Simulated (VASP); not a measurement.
# Na (P6/mmm) in VASP: further runs

Na is run at these levels: r2SCAN; tasks: single point.

Everything below comes from runs of VASP 6.6.1. Logs are shortened: lines on timing, memory, paths and dates and some standing lists are left out, and cuts for length are marked.

## 1. The cell of the first run

Symmetry: P6/mmm, No. 191, hexagonal system. Conventional cell: a = 3.593 Å, b = 3.593 Å, c = 3.357 Å, α = 90.00°, β = 90.00°, γ = 120.00°. Na (site symmetry 6/mmm) has 8 Na at 3.36 to 3.59 Å within 4.4 Å.

This isn't the form of Na at room conditions, which is bcc.

## 2. Single point, r2SCAN

Contents of POSCAR:

```
Na
1.0
    3.5932974002      0.0000000000      0.0000000000
   -1.7966487001      3.1118868319      0.0000000000
    0.0000000000      0.0000000000      3.3574872583
Na
1
Direct
    0.0000000000      0.0000000000      0.0000000000
```

Contents of INCAR.step1:

```
SYSTEM = Na
PREC = Accurate
ENCUT = 520
ISMEAR = 0
SIGMA = 0.1
LREAL = .FALSE.
LASPH = .TRUE.
NELM = 60
NBANDS = 10
GGA = PE
ALGO = Normal
EDIFF = 1E-4
LWAVE = .TRUE.
LCHARG = .FALSE.
```

Contents of INCAR.step2:

```
SYSTEM = Na
PREC = Accurate
ENCUT = 520
EDIFF = 1E-6
ISMEAR = 0
SIGMA = 0.1
LREAL = .FALSE.
LASPH = .TRUE.
NELM = 60
ALGO = Normal
ISIF = 2
LWAVE = .FALSE.
LCHARG = .TRUE.
METAGGA = R2SCAN
LMIXTAU = .TRUE.
LELF = .TRUE.
LVHAR = .TRUE.
NBANDS = 10
ISTART = 1
```

Contents of KPOINTS:

```
regular mesh
0
G
  6 6 6
  0 0 0
```

Potentials or basis: VASP PAW PBE potentials, release 64 (Na_pv).

Run with:

```sh
> cat potpaw_PBE.64/Na_pv/POTCAR > POTCAR
> cp INCAR.step1 INCAR
> mpirun -np 1 vasp_std > vasp.out
> cp INCAR.step2 INCAR
> mpirun -np 1 vasp_std > vasp.out
```

OUTCAR:

```text
SYSTEM = Na
   PREC = Accurate
   ENCUT = 520
   EDIFF = 1E-6
   ISMEAR = 0
   LREAL = .FALSE.
   LASPH = .TRUE.
   NELM = 60
   ISIF = 2
   METAGGA = R2SCAN
   ISTART = 1

 ion  position               nearest neighbor table
   1  0.000  0.000  0.000-

  LATTYP: Found a hexagonal cell.
 ALAT       =     3.5932974002
 C/A-ratio  =     0.9343750000

  Lattice vectors:

 A1 = (   3.5932974002,   0.0000000000,   0.0000000000)
 A2 = (  -1.7966487001,   3.1118868319,   0.0000000000)
 A3 = (   0.0000000000,   0.0000000000,   3.3574872583)

Analysis of symmetry for initial positions (statically):
=====================================================================
 Subroutine PRICEL returns:
 Original cell was already a primitive cell.

 Routine SETGRP: Setting up the symmetry group for a
 hexagonal supercell.

 Subroutine GETGRP returns: Found 24 space group operations
 (whereof 24 operations were pure point group operations)
 out of a pool of 24 trial point group operations.

The static configuration has the point symmetry D_6h.

Analysis of symmetry for dynamics (positions and initial velocities):
=====================================================================
 Subroutine PRICEL returns:
 Original cell was already a primitive cell.

 Routine SETGRP: Setting up the symmetry group for a
 hexagonal supercell.

 Subroutine GETGRP returns: Found 24 space group operations
 (whereof 24 operations were pure point group operations)
 out of a pool of 24 trial point group operations.

The dynamic configuration has the point symmetry D_6h.

 Subroutine INISYM returns: Found 24 space group operations
 (whereof 24 operations are pure point group operations),
 and found     1 'primitive' translations

----------------------------------------------------------------------------------------

                                     Primitive cell

  volume of cell :      37.5432

  direct lattice vectors                    reciprocal lattice vectors
     3.593297400  0.000000000  0.000000000     0.278295918  0.160674223  0.000000000
    -1.796648700  3.111886832  0.000000000     0.000000000  0.321348447  0.000000000
     0.000000000  0.000000000  3.357487258     0.000000000  0.000000000  0.297841786

  length of vectors
     3.593297400  3.593297400  3.357487258     0.321348447  0.321348447  0.297841786

  position of ions in fractional coordinates (direct lattice)
     0.000000000  0.000000000  0.000000000

  ion indices of the primitive-cell ions
   primitive index   ion index
                 1           1

----------------------------------------------------------------------------------------

 KPOINTS: regular mesh

Automatic generation of k-mesh.
 Grid dimensions read from file:
 generate k-points for:    6    6    6

 Generating k-lattice:

  Cartesian coordinates                     Fractional coordinates (reciprocal lattice)
     0.046382653  0.026779037  0.000000000     0.166666667  0.000000000  0.000000000
     0.000000000  0.053558074  0.000000000     0.000000000  0.166666667  0.000000000
     0.000000000  0.000000000  0.049640298     0.000000000  0.000000000  0.166666667

  Length of vectors
     0.053558074  0.053558074  0.049640298

  Shift w.r.t. Gamma in fractional coordinates (k-lattice)
     0.000000000  0.000000000  0.000000000

 Subroutine IBZKPT returns following result:
 ===========================================

 Found     28 irreducible k-points:

 Following reciprocal coordinates:
            Coordinates               Weight
  0.000000  0.000000  0.000000      1.000000
  0.166667  0.000000  0.000000      6.000000
  0.333333  0.000000  0.000000      6.000000
  0.500000  0.000000  0.000000      3.000000
  0.166667  0.166667  0.000000      6.000000
  0.333333  0.166667  0.000000     12.000000
[... 16 lines left out ...]
  0.166667  0.000000  0.500000      6.000000
  0.333333  0.000000  0.500000      6.000000
 [... further k-points ...]
   k-points           NKPTS =     28   k-points in BZ     NKDIM =     28   number of bands    NBANDS=     10
   number of dos      NEDOS =    301   number of ions     NIONS =      1
   total plane-waves  NPLWV =  21952
   dimension x,y,z NGX =    28 NGY =   28 NGZ =   28
   dimension x,y,z NGXF=    56 NGYF=   56 NGZF=   56
   ions per type =               1
   NGX,Y,Z   is equivalent  to a cutoff of  12.95, 12.95, 13.86 a.u.
   NGXF,Y,Z  is equivalent  to a cutoff of  25.91, 25.91, 27.73 a.u.
 SYSTEM =  Na
   PREC   = accura    normal or accurate (medium, high low for compatibility)
   ISTART =      1    job   : 0-new  1-cont  2-samecut
   ICHARG =      0    charge: 1-file 2-atom 10-const
   ISPIN  =      1    spin polarized calculation?
   LNONCOLLINEAR =      F non collinear calculations
   LSORBIT =      F    spin-orbit coupling
   LASPH  =      T    aspherical Exc in radial PAW
   ENCUT  =  520.0 eV  38.22 Ry    6.18 a.u.   6.68  6.68  6.24*2*pi/ulx,y,z
   NELM   =     60;   NELMIN=  2; NELMDL=  0     # of ELM steps
   EDIFF  = 0.1E-05   stopping-criterion for ELM
   LREAL  =      F    real-space projection
   EDIFFG = 0.1E-04   stopping-criterion for IOM
   NSW    =      0    number of steps for IOM
   IBRION =     -1    ionic relax: 0-MD 1-quasi-New 2-CG
   NFREE  =      0    steps in history (QN), initial steepest desc. (CG)
   ISIF   =      2    stress and relaxation
   ISYM   =      2    0-nonsym 1-usesym 2-fastsym
   POTIM  = 0.5000    time-step for ionic-motion
   TEBEG  =    0.0;   TEEND  =   0.0 temperature during run
   PSTRESS=    0.0 pullay stress
   NELECT =       7.0000    total number of electrons
   NUPDOWN=      -1.0000    fix difference up-down
   EMIN   =  10.00;   EMAX   =-10.00  energy-range for DOS
   EFERMI =   0.00;   METHOD = LEGACY
   ISMEAR =     0;   SIGMA  =   0.10  broadening in eV -4-tet -1-fermi 0-gaus
   EFERMI_NEDOS =   21; number of points for ismear=-14 and -15
   IALGO  =     38    algorithm
   IMIX   =      4    mixing-type and parameters
     AMIX     =   0.40;   BMIX     =  1.00
     AMIX_MAG =   1.60;   BMIX_MAG =  1.00
  volume/ion in A,a.u.               =      37.54       253.35
  Fermi-wavevector in a.u.,A,eV,Ry     =   0.935256  1.767377 11.901062  0.874703
  Thomas-Fermi vector in A             =   2.062145
   LORBIT       =      0    0 simple, 1 ext, 2 COOP (PROOUT), +10 PAW based schemes
   METAGGA = R2SCAN    functional components
   LHFCALC =     F    Hartree Fock is set to
   AEXX    =    0.0000 exact exchange contribution
   IVDW    =     0    specifies the selected vdW correction
   LEPSILON=     F    determine dielectric tensor
   LRPA    =     F    only Hartree local field effects (RPA)
 non-spin polarized calculation
 Gauss-broadening in eV      SIGMA  =   0.10
  energy-cutoff  :      520.00
  volume of cell :       37.54
 maximum number of plane-waves:      1056
 NGX is ok and might be reduce to    28
   NGX = 13   NGY = 13   NGZ = 13

 number of electron       6.9999991 magnetization

 Free energy of the ion-electron system (eV)
  ---------------------------------------------------
  ext. energy  EPLUGINS =         0.00000000
  ---------------------------------------------------
  free energy    TOTEN  =        -3.45806030 eV

  energy without entropy =       -3.45375899  energy(sigma->0) =       -3.45590964

 E-fermi :   0.3704     XC(G=0):  -6.8823

 val. band max:        0.3000687590   @ k =   0.3333   0.0000   0.3333
 cond. band min:       0.4693933414   @ k =   0.3333   0.1667   0.1667
 fundamental gap:      0.1693245824
 Fermi energy:         0.3704440963

 k-point     1 :       0.0000    0.0000    0.0000
  band No.  band energies     occupation
      1     -25.8127      2.00000
      2     -25.8125      2.00000
      3     -25.8116      2.00000
      4      -3.1413      2.00000
      5       9.4875      0.00000
      6      11.0003      0.00000
      7      11.8693      0.00000
      8      11.8694      0.00000
      9      13.1511      0.00000
     10      13.4726      0.00000

 k-point     2 :       0.1667    0.0000    0.0000
  band No.  band energies     occupation
      1     -25.8230      2.00000
      2     -25.8151      2.00000
      3     -25.8105      2.00000
      4      -2.6662      2.00000
      5       7.9085      0.00000
      6       9.5767      0.00000
      7      10.5947      0.00000
      8      11.3659      0.00000
      9      12.7566      0.00000
     10      15.5306      0.00000

 k-point     3 :       0.3333    0.0000    0.0000
  band No.  band energies     occupation
      1     -25.8437      2.00000
      2     -25.8200      2.00000
      3     -25.8083      2.00000
      4      -1.2675      2.00000
      5       4.1516      0.00000
      6       9.0360      0.00000
      7       9.4969      0.00000
      8      12.4462      0.00000
      9      13.3589      0.00000
     10      17.3962      0.00000

 k-point     4 :       0.5000    0.0000    0.0000
  band No.  band energies     occupation
      1     -25.8539      2.00000
      2     -25.8224      2.00000
      3     -25.8072      2.00000
      4       0.6964      0.00000
      5       1.3827      0.00000
      6       8.7294      0.00000
      7       9.1240      0.00000
      8      13.6915      0.00000
      9      14.9933      0.00000
     10      15.3685      0.00000
[... 222 lines left out ...]
 k-point    22 :       0.0000    0.0000    0.5000
  band No.  band energies     occupation
      1     -25.8652      2.00000
      2     -25.8080      2.00000
      3     -25.8078      2.00000
      4       0.2289      1.95473
      5       0.7066      0.00000
      6      14.3600      0.00000
      7      14.3602      0.00000
      8      14.8464      0.00000
      9      14.8466      0.00000
     10      16.1122      0.00000

 k-point    23 :       0.1667    0.0000    0.5000
  band No.  band energies     occupation
      1     -25.8634      2.00000
      2     -25.8177      2.00000
      3     -25.8103      2.00000
      4       0.6640      0.00003
      5       1.1726      0.00000
      6      11.1694      0.00000
      7      11.1961      0.00000
      8      13.3608      0.00000
      9      13.7398      0.00000
     10      14.6027      0.00000

 k-point    24 :       0.3333    0.0000    0.5000
  band No.  band energies     occupation
      1     -25.8598      2.00000
      2     -25.8371      2.00000
      3     -25.8149      2.00000
      4       1.9733      0.00000
      5       2.5116      0.00000
      6       7.2662      0.00000
      7       7.7866      0.00000
      8      12.0439      0.00000
      9      13.0019      0.00000
     10      13.2608      0.00000

 [... further k-points ...]
[... 5 lines left out ...]
  --------------------------------------------------------------------------------------
  -------------------------------------------------------------------------------------
  Total        0.0842961      0.0842961      0.1056435      0.0000000     -0.0000000      0.0000000
  in kB        3.5973834      3.5973834      4.5083956      0.0000000     -0.0000000      0.0000000
  external PRESSURE =       3.9010541 kB  Pullay stress =       0.0000000 kB

 VOLUME and BASIS-vectors are now :
 -----------------------------------------------------------------------------
  energy-cutoff  :      520.00
  volume of cell :       37.54
      direct lattice vectors                 reciprocal lattice vectors
     3.593297400  0.000000000  0.000000000     0.278295918  0.160674223  0.000000000
    -1.796648700  3.111886832  0.000000000     0.000000000  0.321348447  0.000000000
     0.000000000  0.000000000  3.357487258     0.000000000  0.000000000  0.297841786

 POSITION                                       TOTAL-FORCE (eV/Angst)
 -----------------------------------------------------------------------------------
      0.00000      0.00000      0.00000         0.000000      0.000000      0.000000
 -----------------------------------------------------------------------------------
    total drift:                               -0.000000      0.000000     -0.000000

  FREE ENERGIE OF THE ION-ELECTRON SYSTEM (eV)
  ---------------------------------------------------
  free  energy   TOTEN  =        -3.4580602967 eV

  energy  without entropy=       -3.4537589923  energy(sigma->0) =       -3.45590964
```

Wall time 33 s (1 thread of AMD EPYC 7R13 (Zen 3), shared host); peak memory 0.13 GiB.

What came out:

| Quantity | Value |
| --- | --- |
| Free energy | -3.4581 eV |
| Pressure | 0.4 GPa |
| Band gap on the k mesh | zero (an odd number of electrons rules out a gap without spin polarisation) |

Caveat: the PAW data sets were made with another functional, which shifts forces and pressure a little.

## 3. Single point, r2SCAN

This run uses another cell than the first one, of 38.76 Å³/atom.

Contents of POSCAR:

```
Na
1.0
    3.6345704554      0.0000000000      0.0000000000
   -1.8172852277      3.1476303462      0.0000000000
    0.0000000000      0.0000000000      3.3880628201
Na
1
Direct
    0.0000000000      0.0000000000      0.0000000000
```

Contents of INCAR.step1:

```
  ALGO = Normal
  EDIFF = 1E-4
  ENCUT = 520
  GGA = PE
  ISMEAR = 0
  LASPH = True
  LCHARG = False
  LREAL = False
  LWAVE = True
  NBANDS = 10
  NELM = 80
  PREC = Accurate
  SIGMA = 0.1
```

Contents of INCAR.step2:

```
  ALGO = Normal
  EDIFF = 1E-6
  ENCUT = 520
  ISIF = 2
  ISMEAR = 0
  ISTART = 1
  LASPH = True
  LCHARG = False
  LMIXTAU = True
  LREAL = False
  LWAVE = False
  METAGGA = R2SCAN
  NBANDS = 10
  NELM = 80
  PREC = Accurate
  SIGMA = 0.1
```

Contents of KPOINTS:

```
k-points
0
Gamma
  18 18 16
```

Potentials or basis: VASP PAW PBE potentials, release 64 (Na_pv).

Run with:

```sh
> cat potpaw_PBE.64/Na_pv/POTCAR > POTCAR
> cp INCAR.step1 INCAR
> mpirun -np 1 vasp_std > vasp.out
> cp INCAR.step2 INCAR
> mpirun -np 1 vasp_std > vasp.out
```

Run time: 5.3 min. Hardware: 1 thread of AMD EPYC 7R13 (Zen 3), shared host; peak memory 0.21 GiB.

Results (log left out):

```yaml
Free_energy: -3.4851 eV
Pressure: 0.1 GPa
Band_gap_on_the_k_mesh: zero (an odd number of electrons rules out a gap without spin polarisation)
```

Levels at points of the mesh, in eV from the Fermi level:
| k point | band 2 | band 3 | band 4 | band 5 | band 6 | band 7 |
| --- | --- | --- | --- | --- | --- | --- |
| (0.00, 0.00, 0.00) | -26.15 | -26.15 | -3.39 | 9.05 | 10.52 | 11.35 |
| (0.50, 0.00, 0.00) | -26.15 | -26.14 | 0.38 | 1.03 | 8.26 | 8.61 |
| (0.00, 0.00, 0.50) | -26.14 | -26.14 | -0.06 | 0.38 | 13.80 | 13.80 |
| (0.50, 0.00, 0.50) | -26.18 | -26.15 | 3.69 | 3.69 | 3.93 | 5.11 |

Caveat: the PAW data sets were made with another functional, which shifts forces and pressure a little.
